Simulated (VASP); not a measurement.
# TaN (P-6m2) in VASP: further runs, part 2 of 2

VASP 6.6.1. Earlier steps stand in the parts before.

**3. Single point, PBEsol (volume 11.053 Å^3 an atom, c/a of the conventional cell 0.9245)**

The input, INCAR:

```
ALGO = Normal ; EDIFF = 1E-6
ENCUT = 520 ; GGA = PS
ISIF = 2 ; ISMEAR = 0
LASPH = T ; LCHARG = F
LREAL = F ; LWAVE = F
NBANDS = 15 ; NELM = 80
PREC = Accurate ; SIGMA = 0.15
```

The input, KPOINTS:

```
k-points
0
Gamma
  21 21 18
```

The input, POSCAR:

```
TaN
1.0
    3.0224389650      0.0000000000      0.0000000000
   -1.5112194825      2.6175089251      0.0000000000
    0.0000000000      0.0000000000      2.7942448231
Ta N
1 1
Direct
    0.3333333333      0.6666666667      0.5000000000
    0.0000000000      0.0000000000      0.0000000000
```

Potentials or basis: VASP PAW PBE potentials, release 64 (Ta_pv, N).

Launch:

```
> cat potpaw_PBE.64/Ta_pv/POTCAR potpaw_PBE.64/N/POTCAR > POTCAR
> mpirun -np 1 vasp_std > vasp.out
```

Wall time 84 s (1 thread of Intel Xeon 6975P-C (Granite Rapids), shared host); peak memory 0.27 GiB.

The run converged. Its results:

| Quantity | Value |
| --- | --- |
| Free energy | -23.6798 eV |
| Pressure | -10.1 GPa |
| Band gap on the k mesh | zero (band 8 reaches 8.28 eV, above the bottom of band 9 at 7.80 eV) |

Stress tensor (GPa, compression positive):
```
-22.05   0.00   0.00
  0.00 -22.05   0.00
  0.00   0.00  13.89
```

Levels at points of the mesh, in eV from the Fermi level:
```
           k point  band 6  band 7  band 8  band 9  band 10  band 11
(0.00, 0.00, 0.00)   -4.90   -4.02   -2.48    1.59     3.80     3.80
(0.00, 0.00, 0.50)   -4.11   -4.11   -0.03   -0.03     2.82     2.82
```

Caveat: the PAW data sets were made with another functional, which shifts forces and pressure a little; spin-orbit coupling is left out, which moves the levels of the heavy elements.

**4. Single point, PBEsol (volume 11.478 Å^3 an atom, c/a of the conventional cell 1.0637)**

The input, INCAR:

```
SYSTEM = TaN
PREC     = Accurate       ! precision mode
ENCUT    = 520            ! plane-wave cutoff, eV
EDIFF    = 1E-6           ! SCF threshold, eV
ISMEAR   = 0              ! smearing method
SIGMA    = 0.15           ! smearing width, eV
LREAL    = .FALSE.        ! projectors in reciprocal space
LASPH    = .TRUE.         ! aspherical terms in the spheres
NELM     = 100            ! most SCF steps
ALGO     = Normal         ! electronic algorithm
ISIF     = 2              ! what is computed and relaxed
LWAVE    = .FALSE.        ! write WAVECAR
LCHARG   = .TRUE.         ! write CHGCAR
GGA      = PS             ! functional
LELF     = .TRUE.         ! ELF
LVHAR    = .TRUE.       
NBANDS   = 15             ! bands
```

The input, KPOINTS:

```
regular mesh
0
G
  21 21 18
  0 0 0
```

The input, POSCAR:

```
TaN
1.0
    2.9208918374      0.0000000000      0.0000000000
   -1.4604459187      2.5295665329      0.0000000000
    0.0000000000      0.0000000000      3.1069526474
Ta N
1 1
Direct
    0.3333333333      0.6666666667      0.5000000000
    0.0000000000      0.0000000000      0.0000000000
```

Potentials or basis: VASP PAW PBE potentials, release 64 (Ta_pv, N).

Launch:

```
> cat potpaw_PBE.64/Ta_pv/POTCAR potpaw_PBE.64/N/POTCAR > POTCAR
> mpirun -np 1 vasp_std > vasp.out
```

OUTCAR:

```text
SYSTEM = TaN
   PREC = Accurate
   ENCUT = 520
   EDIFF = 1E-6
   ISMEAR = 0
   LREAL = .FALSE.
   LASPH = .TRUE.
   NELM = 100
   ISIF = 2
   GGA = PS

 ion  position               nearest neighbor table
   1  0.333  0.667  0.500-   2 2.29   2 2.29   2 2.29   2 2.29   2 2.29   2 2.29
   2  0.000  0.000  0.000-   1 2.29   1 2.29   1 2.29   1 2.29   1 2.29   1 2.29

  LATTYP: Found a hexagonal cell.
 ALAT       =     2.9208918374
 C/A-ratio  =     1.0637000000

  Lattice vectors:

 A1 = (   2.9208918374,   0.0000000000,   0.0000000000)
 A2 = (  -1.4604459187,   2.5295665329,   0.0000000000)
[... 611 lines left out ...]
     12      12.1240      0.00000
     13      12.6828      0.00000
     14      20.3443      0.00000
     15      20.5601      0.00000

 [... further k-points ...]
[... 5 lines left out ...]
  --------------------------------------------------------------------------------------
  -------------------------------------------------------------------------------------
  Total       -1.1469491     -1.1469491     -7.8295083      0.0000000     -0.0000000      0.0000000
  in kB      -80.0494787    -80.0494787   -546.4480200      0.0000000     -0.0000000      0.0000000
  external PRESSURE =    -235.5156592 kB  Pullay stress =       0.0000000 kB

 VOLUME and BASIS-vectors are now :
 -----------------------------------------------------------------------------
  energy-cutoff  :      520.00
  volume of cell :       22.96
      direct lattice vectors                 reciprocal lattice vectors
     2.920891837  0.000000000  0.000000000     0.342361188  0.197662324  0.000000000
    -1.460445919  2.529566533  0.000000000     0.000000000  0.395324648  0.000000000
     0.000000000  0.000000000  3.106952647     0.000000000  0.000000000  0.321858784

 POSITION                                       TOTAL-FORCE (eV/Angst)
 -----------------------------------------------------------------------------------
     -0.00000      1.68638      1.55348        -0.000000      0.000000      0.000000
      0.00000      0.00000      0.00000         0.000000      0.000000      0.000000
 -----------------------------------------------------------------------------------
    total drift:                                0.000000     -0.000000     -0.000000

  FREE ENERGIE OF THE ION-ELECTRON SYSTEM (eV)
  ---------------------------------------------------
  free  energy   TOTEN  =       -23.4910986701 eV

  energy  without entropy=      -23.4904343308  energy(sigma->0) =      -23.49076650
```

Run time: 89 s. Hardware: 1 thread of Intel Xeon 6975P-C (Granite Rapids), shared host; peak memory 0.27 GiB.

Results:

- Free energy: -23.4911 eV
- Pressure: -23.6 GPa
- Band gap on the k mesh: zero (band 8 reaches 7.67 eV, above the bottom of band 9 at 7.23 eV)

Caveat: the PAW data sets were made with another functional, which shifts forces and pressure a little; spin-orbit coupling is left out, which moves the levels of the heavy elements.

**5. Overview**

```tsv
cell	gap on the mesh (eV)	pressure (GPa)
a = 2.982, b = 2.982, c = 2.870 Å, angles 90.0, 90.0, 120.0°, 2 atoms	none	-11.8
a = 3.022, b = 3.022, c = 2.794 Å, angles 90.0, 90.0, 120.0°, 2 atoms	none	-10.1
a = 2.921, b = 2.921, c = 3.107 Å, angles 90.0, 90.0, 120.0°, 2 atoms	none	-23.6
```

Alike in all rows: task single point; level PBEsol; potentials or basis VASP PAW PBE potentials, release 64 (Ta_pv, N); no spin polarisation; k mesh 21 × 21 × 18; cutoff (eV) 520; smearing gaussian 0.15 eV.

Caveats: the PAW data sets were made with another functional, which shifts forces and pressure a little; spin-orbit coupling is left out, which moves the levels of the heavy elements.

Absolute energies hang on the potentials; compare differences alone.
